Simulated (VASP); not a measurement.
# Be2C (Fm-3m) in VASP: a series of runs

Runs on Be2C. Level: PBE. Tasks: single point, relaxation of cell and atoms.

All numbers are computed with VASP 6.6.1; they aren't measurements. Logs are shortened: lines on timing, memory, paths and dates and some standing lists are left out, and cuts for length are marked.

### Step 1. The cell of the first run

It takes space group Fm-3m (No. 225, cubic). The conventional cell has a = 4.328 Å, b = 4.328 Å, c = 4.328 Å, α = 90.00°, β = 90.00°, γ = 90.00°. C (site symmetry m-3m) has 8 Be at 1.87 Å within 2.5 Å. Within 2.5 Å of Be (site symmetry -43m) lie 4 C at 1.87 Å and 6 Be at 2.16 Å.

### Step 2. Single point, PBE

INCAR

```
PREC     = Accurate       # precision mode
ENCUT    = 600            # plane-wave cutoff, eV
EDIFF    = 1E-6           # SCF threshold, eV
ISMEAR   = 1              # smearing method
SIGMA    = 0.01           # smearing width, eV
LREAL    = F              # projectors in reciprocal space
LASPH    = T              # aspherical terms in the spheres
NELM     = 120            # most SCF steps
ALGO     = Normal         # electronic algorithm
ISIF     = 2              # what is computed and relaxed
LWAVE    = F              # write WAVECAR
LCHARG   = F              # write CHGCAR
GGA      = PE             # functional
NBANDS   = 11             # bands
GGA_COMPAT= F
```

KPOINTS

```
regular mesh
0
Gamma
  9 9 9
```

POSCAR

```
Be2C
1.0
    0.0000000000      2.1642007741      2.1642007741
    2.1642007741      0.0000000000      2.1642007741
    2.1642007741      2.1642007741      0.0000000000
C Be
1 2
Direct
    0.0000000000      0.0000000000      0.0000000000
    0.2500000000      0.2500000000      0.2500000000
    0.7500000000      0.7500000000      0.7500000000
```

Potentials or basis: VASP PAW PBE potentials, release 64 (C, Be).

Run with:

```console
$ cat potpaw_PBE.64/C/POTCAR potpaw_PBE.64/Be/POTCAR > POTCAR
$ mpirun -np 1 vasp_std > vasp.out
```

OUTCAR:

```text
PREC = Accurate
   ENCUT = 600
   EDIFF = 1E-6
   ISMEAR = 1
   LREAL = F
   LASPH = T
   NELM = 120
   ISIF = 2
   GGA = PE

 ion  position               nearest neighbor table
   1  0.000  0.000  0.000-   2 1.87   3 1.87   3 1.87   3 1.87   3 1.87   2 1.87   2 1.87   2 1.87

   2  0.250  0.250  0.250-   1 1.87   1 1.87   1 1.87   1 1.87   3 2.16   3 2.16   3 2.16   3 2.16
                             3 2.16   3 2.16
   3  0.750  0.750  0.750-   1 1.87   1 1.87   1 1.87   1 1.87   2 2.16   2 2.16   2 2.16   2 2.16
                             2 2.16   2 2.16

  LATTYP: Found a face centered cubic cell.
 ALAT       =     4.3284015482

  Lattice vectors:

 A1 = (   0.0000000000,   2.1642007741,   2.1642007741)
 A2 = (   2.1642007741,   0.0000000000,   2.1642007741)
 A3 = (   2.1642007741,   2.1642007741,   0.0000000000)

Analysis of symmetry for initial positions (statically):
=====================================================================
 Subroutine PRICEL returns:
 Original cell was already a primitive cell.

 Routine SETGRP: Setting up the symmetry group for a
 face centered cubic supercell.

 Subroutine GETGRP returns: Found 48 space group operations
 (whereof 48 operations were pure point group operations)
 out of a pool of 48 trial point group operations.

The static configuration has the point symmetry O_h .

Analysis of symmetry for dynamics (positions and initial velocities):
=====================================================================
 Subroutine PRICEL returns:
 Original cell was already a primitive cell.

 Routine SETGRP: Setting up the symmetry group for a
 face centered cubic supercell.

 Subroutine GETGRP returns: Found 48 space group operations
 (whereof 48 operations were pure point group operations)
 out of a pool of 48 trial point group operations.

The dynamic configuration has the point symmetry O_h .

 Subroutine INISYM returns: Found 48 space group operations
 (whereof 48 operations are pure point group operations),
 and found     1 'primitive' translations

----------------------------------------------------------------------------------------

                                     Primitive cell

  volume of cell :      20.2732

  direct lattice vectors                    reciprocal lattice vectors
     0.000000000  2.164200774  2.164200774    -0.231032169  0.231032169  0.231032169
     2.164200774  0.000000000  2.164200774     0.231032169 -0.231032169  0.231032169
     2.164200774  2.164200774  0.000000000     0.231032169  0.231032169 -0.231032169

  length of vectors
     3.060642086  3.060642086  3.060642086     0.400159456  0.400159456  0.400159456

  position of ions in fractional coordinates (direct lattice)
     0.000000000  0.000000000  0.000000000
     0.250000000  0.250000000  0.250000000
     0.750000000  0.750000000  0.750000000

  ion indices of the primitive-cell ions
   primitive index   ion index
                 1           1
                 2           2
                 3           3

----------------------------------------------------------------------------------------

 KPOINTS: regular mesh

Automatic generation of k-mesh.
 Grid dimensions read from file:
 generate k-points for:    9    9    9

 Generating k-lattice:

  Cartesian coordinates                     Fractional coordinates (reciprocal lattice)
    -0.025670241  0.025670241  0.025670241     0.111111111  0.000000000  0.000000000
     0.025670241 -0.025670241  0.025670241     0.000000000  0.111111111  0.000000000
     0.025670241  0.025670241 -0.025670241     0.000000000  0.000000000  0.111111111

  Length of vectors
     0.044462162  0.044462162  0.044462162

  Shift w.r.t. Gamma in fractional coordinates (k-lattice)
     0.000000000  0.000000000  0.000000000

 Subroutine IBZKPT returns following result:
 ===========================================

 Found     35 irreducible k-points:

 Following reciprocal coordinates:
            Coordinates               Weight
  0.000000  0.000000  0.000000      1.000000
  0.111111  0.000000  0.000000      8.000000
  0.222222  0.000000  0.000000      8.000000
  0.333333  0.000000  0.000000      8.000000
  0.444444  0.000000  0.000000      8.000000
  0.111111  0.111111  0.000000      6.000000
[... 16 lines left out ...]
 -0.333333  0.333333  0.000000     12.000000
  0.444444  0.444444  0.000000      6.000000
 [... further k-points ...]
   k-points           NKPTS =     35   k-points in BZ     NKDIM =     35   number of bands    NBANDS=     11
   number of dos      NEDOS =    301   number of ions     NIONS =      3
   total plane-waves  NPLWV =  13824
   dimension x,y,z NGX =    24 NGY =   24 NGZ =   24
   dimension x,y,z NGXF=    48 NGYF=   48 NGZF=   48
   ions per type =               1   2
   NGX,Y,Z   is equivalent  to a cutoff of  13.04, 13.04, 13.04 a.u.
   NGXF,Y,Z  is equivalent  to a cutoff of  26.07, 26.07, 26.07 a.u.
 SYSTEM =  unknown system
   PREC   = accura    normal or accurate (medium, high low for compatibility)
   ISTART =      0    job   : 0-new  1-cont  2-samecut
   ICHARG =      2    charge: 1-file 2-atom 10-const
   ISPIN  =      1    spin polarized calculation?
   LNONCOLLINEAR =      F non collinear calculations
   LSORBIT =      F    spin-orbit coupling
   LASPH  =      T    aspherical Exc in radial PAW
   ENCUT  =  600.0 eV  44.10 Ry    6.64 a.u.   6.11  6.11  6.11*2*pi/ulx,y,z
   NELM   =    120;   NELMIN=  2; NELMDL= -5     # of ELM steps
   EDIFF  = 0.1E-05   stopping-criterion for ELM
   LREAL  =      F    real-space projection
   EDIFFG = 0.1E-04   stopping-criterion for IOM
   NSW    =      0    number of steps for IOM
   IBRION =     -1    ionic relax: 0-MD 1-quasi-New 2-CG
   NFREE  =      0    steps in history (QN), initial steepest desc. (CG)
   ISIF   =      2    stress and relaxation
   ISYM   =      2    0-nonsym 1-usesym 2-fastsym
   POTIM  = 0.5000    time-step for ionic-motion
   TEBEG  =    0.0;   TEEND  =   0.0 temperature during run
   PSTRESS=    0.0 pullay stress
   NELECT =       8.0000    total number of electrons
   NUPDOWN=      -1.0000    fix difference up-down
   EMIN   =  10.00;   EMAX   =-10.00  energy-range for DOS
   EFERMI =   0.00;   METHOD = LEGACY
   ISMEAR =     1;   SIGMA  =   0.01  broadening in eV -4-tet -1-fermi 0-gaus
   EFERMI_NEDOS =   21; number of points for ismear=-14 and -15
   IALGO  =     38    algorithm
   IMIX   =      4    mixing-type and parameters
     AMIX     =   0.40;   BMIX     =  1.00
     AMIX_MAG =   1.60;   BMIX_MAG =  1.00
  volume/ion in A,a.u.               =       6.76        45.60
  Fermi-wavevector in a.u.,A,eV,Ry     =   1.200781  2.269148 19.617913  1.441876
  Thomas-Fermi vector in A             =   2.336608
   LORBIT       =      0    0 simple, 1 ext, 2 COOP (PROOUT), +10 PAW based schemes
   GGA     = PE    functional components
   LHFCALC =     F    Hartree Fock is set to
   AEXX    =    0.0000 exact exchange contribution
   IVDW    =     0    specifies the selected vdW correction
   LEPSILON=     F    determine dielectric tensor
   LRPA    =     F    only Hartree local field effects (RPA)
 non-spin polarized calculation
 Methfessel and Paxton  Order N= 1 SIGMA  =   0.01
  energy-cutoff  :      600.00
  volume of cell :       20.27
 maximum number of plane-waves:       685
   NGX = 13   NGY = 13   NGZ = 13

 number of electron       8.0000000 magnetization

 Free energy of the ion-electron system (eV)
  ---------------------------------------------------
  ext. energy  EPLUGINS =         0.00000000
  ---------------------------------------------------
  free energy    TOTEN  =       -17.45681572 eV

  energy without entropy =      -17.45681810  energy(sigma->0) =      -17.45681651

 E-fermi :   7.7427     XC(G=0): -11.4407

 val. band max:        7.7342812960   @ k =   0.0000   0.0000   0.0000
 cond. band min:       9.0354861935   @ k =   0.4444   0.4444   0.0000
 fundamental gap:      1.3012048975
 Fermi energy:         7.7426997044

 k-point     1 :       0.0000    0.0000    0.0000
  band No.  band energies     occupation
      1      -7.3095      2.00000
      2       7.7343      2.00001
      3       7.7343      2.00001
      4       7.7343      1.99998
      5      11.8635      0.00000
      6      11.8635      0.00000
      7      11.8635      0.00000
      8      14.4908      0.00000
      9      20.9076      0.00000
     10      20.9076      0.00000
     11      20.9076      0.00000

 k-point     2 :       0.1111    0.0000    0.0000
  band No.  band energies     occupation
      1      -7.1126      2.00000
      2       6.1678      2.00000
      3       7.3695      2.00000
      4       7.3695      2.00000
      5      12.3942      0.00000
      6      12.3942      0.00000
      7      12.8135      0.00000
      8      14.9620      0.00000
      9      19.7055      0.00000
     10      19.7055      0.00000
     11      21.3806      0.00000

 k-point     3 :       0.2222    0.0000    0.0000
  band No.  band energies     occupation
      1      -6.5317      2.00000
      2       3.5509      2.00000
      3       6.7174      2.00000
      4       6.7174      2.00000
      5      13.1494      0.00000
      6      13.1494      0.00000
      7      13.7408      0.00000
      8      16.0900      0.00000
      9      18.9246      0.00000
     10      18.9246      0.00000
     11      22.6407      0.00000
[... 267 lines left out ...]
 k-point    23 :      -0.3333    0.3333    0.0000
  band No.  band energies     occupation
      1      -3.7155      2.00000
      2       0.4495      2.00000
      3       1.8296      2.00000
      4       4.2887      2.00000
      5      11.7078      0.00000
      6      17.6490      0.00000
      7      18.4096      0.00000
      8      18.4586      0.00000
      9      18.7497      0.00000
     10      19.9985      0.00000
     11      25.1832      0.00000

 k-point    24 :       0.4444    0.4444    0.0000
  band No.  band energies     occupation
      1      -3.9226      2.00000
      2       1.2632      2.00000
      3       3.0872      2.00000
      4       3.0872      2.00000
      5       9.0355      0.00000
      6      13.4127      0.00000
      7      20.4224      0.00000
      8      20.4224      0.00000
      9      22.8271      0.00000
     10      24.3997      0.00000
     11      24.3997      0.00000

 [... further k-points ...]

------------------------ aborting loop because EDIFF is reached ----------------------------------------

  FORCE on cell =-STRESS in cart. coord.  units (eV):
  Direction    XX          YY          ZZ          XY          YZ          ZX
  --------------------------------------------------------------------------------------
  -------------------------------------------------------------------------------------
  Total        0.0330226      0.0330226      0.0330226      0.0000000      0.0000000     -0.0000000
  in kB        2.6097548      2.6097548      2.6097548      0.0000000      0.0000000     -0.0000000
  external PRESSURE =       2.6097548 kB  Pullay stress =       0.0000000 kB

 VOLUME and BASIS-vectors are now :
 -----------------------------------------------------------------------------
  energy-cutoff  :      600.00
  volume of cell :       20.27
      direct lattice vectors                 reciprocal lattice vectors
     0.000000000  2.164200774  2.164200774    -0.231032169  0.231032169  0.231032169
     2.164200774  0.000000000  2.164200774     0.231032169 -0.231032169  0.231032169
     2.164200774  2.164200774  0.000000000     0.231032169  0.231032169 -0.231032169

 POSITION                                       TOTAL-FORCE (eV/Angst)
 -----------------------------------------------------------------------------------
      0.00000      0.00000      0.00000         0.000000     -0.000000     -0.000000
      1.08210      1.08210      1.08210         0.000000      0.000000      0.000000
      3.24630      3.24630      3.24630        -0.000000     -0.000000     -0.000000
 -----------------------------------------------------------------------------------
    total drift:                               -0.000000     -0.000000      0.000000

  FREE ENERGIE OF THE ION-ELECTRON SYSTEM (eV)
  ---------------------------------------------------
  free  energy   TOTEN  =       -17.4568157164 eV

  energy  without entropy=      -17.4568181024  energy(sigma->0) =      -17.45681651
```

Run time: 11 s. Hardware: 1 thread of Intel Xeon 8259CL, shared host; peak memory 0.13 GiB.

What came out:

* Free energy: -17.4568 eV
* Pressure: 0.3 GPa
* Band gap on the k mesh: 1.30 eV (least direct gap 4.13 eV)

Caveat: an odd mesh through Γ misses points on the zone boundary, where band edges can lie.

### Step 3. Relaxation of cell and atoms, PBE

INCAR

```
PREC     = Accurate       # precision mode
ENCUT    = 600            # plane-wave cutoff, eV
EDIFF    = 1E-7           # SCF threshold, eV
ISMEAR   = 1              # smearing method
SIGMA    = 0.01           # smearing width, eV
LREAL    = False          # projectors in reciprocal space
LASPH    = True           # aspherical terms in the spheres
NELM     = 120            # most SCF steps
ALGO     = Normal         # electronic algorithm
ISIF     = 3              # what is computed and relaxed
LWAVE    = False          # write WAVECAR
LCHARG   = False          # write CHGCAR
GGA      = PE             # functional
IBRION   = 2              # ionic algorithm
NSW      = 80             # ionic steps
EDIFFG   = -0.01          # ionic threshold
GGA_COMPAT= False        
NELMIN   = 4
```

KPOINTS

```
Automatic mesh
0
Gamma
  9 9 9
```

POSCAR is that of step 2.

Potentials or basis: VASP PAW PBE potentials, release 64 (C, Be).

Run with:

```console
$ cat potpaw_PBE.64/C/POTCAR potpaw_PBE.64/Be/POTCAR > POTCAR
$ mpirun -np 1 vasp_std > vasp.out
```

It took 14 s on 1 thread of Intel Xeon 8259CL, shared host; peak memory 0.14 GiB.

Results (log left out):

| Item | Value |
| --- | --- |
| Free energy | -17.4568 eV |
| Relaxed volume | 6.77 Å³/atom |
| Relaxed cell | a = 3.062 Å, b = 3.062 Å, c = 3.062 Å, α = 60.00°, β = 60.00°, γ = 60.00° |
| Space group after relaxing (to 0.1 Å) | Fm-3m (No. 225) |
| Energy gained by relaxing | 0.0 meV/atom |
| Ionic steps | 2 |
| Pressure after relaxing | -0.1 GPa |
| Band gap on the k mesh | 1.30 eV (least direct gap 4.13 eV) |

Final structure:
```cif
data_structure
_symmetry_space_group_name_H-M 'P 1'
_symmetry_Int_Tables_number 1
_cell_length_a 3.0623
_cell_length_b 3.0623
_cell_length_c 3.0623
_cell_angle_alpha 60.000
_cell_angle_beta 60.000
_cell_angle_gamma 60.000
_cell_volume 20.31
loop_
_atom_site_label
_atom_site_type_symbol
_atom_site_fract_x
_atom_site_fract_y
_atom_site_fract_z
_atom_site_occupancy
C1 C 0.00000 0.00000 0.00000 1
Be1 Be 0.25000 0.25000 0.25000 1
Be2 Be 0.75000 0.75000 0.75000 1
```

Levels at points of the mesh, in eV from the valence-band top:
| k point | band 1 | band 2 | band 3 | band 4 | band 5 | band 6 | band 7 | band 8 |
| --- | --- | --- | --- | --- | --- | --- | --- | --- |
| (0.00, 0.00, 0.00) | -15.03 | 0.00 | 0.00 | 0.00 | 4.13 | 4.13 | 4.13 | 6.74 |

Caveat: an odd mesh through Γ misses points on the zone boundary, where band edges can lie.
